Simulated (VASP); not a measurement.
Cl, 6 atoms in the cell. Symmetry: C2/m, No. 12, monoclinic system. Conventional cell: a = 8.580 Å, b = 5.274 Å, c = 5.798 Å, α = 90.00°, β = 126.75°, γ = 90.00°. Within 3.0 Å of Cl (site symmetry 2/m) lie 2 Cl at 2.28 Å. Cl (site symmetry m) has 3 Cl at 2.28 to 2.64 Å within 3.0 Å. 

```yaml
Program: VASP 6.6.1
Task: single point
Functional: PBE
Potentials_or_basis: VASP PAW PBE potentials, release 64 (Cl)
Cutoff: 520 eV
k_mesh: 6 × 6 × 4
Occupations: gaussian, width 0.02 eV
Spin: no spin polarisation
Dipole_correction: no
Further_INCAR_settings: ALGO = Normal; EDIFF = 1e-07; NBANDS = 30
```

Potentials or basis: VASP PAW PBE potentials, release 64 (Cl).

Command:

```sh
$ cat potpaw_PBE.64/Cl/POTCAR > POTCAR
$ mpirun -np 1 vasp_std > vasp.out
```

Hardware: 1 thread of Intel(R) Xeon(R) 6975P-C (Granite Rapids), on a shared host.

Problem. Estimate the wall time of this run.

Solution. It took 2.6 min on 1 thread of Intel(R) Xeon(R) 6975P-C (Granite Rapids) (shared host), peak memory 0.46 GiB. Counts: scf iterations 15, k points 56.
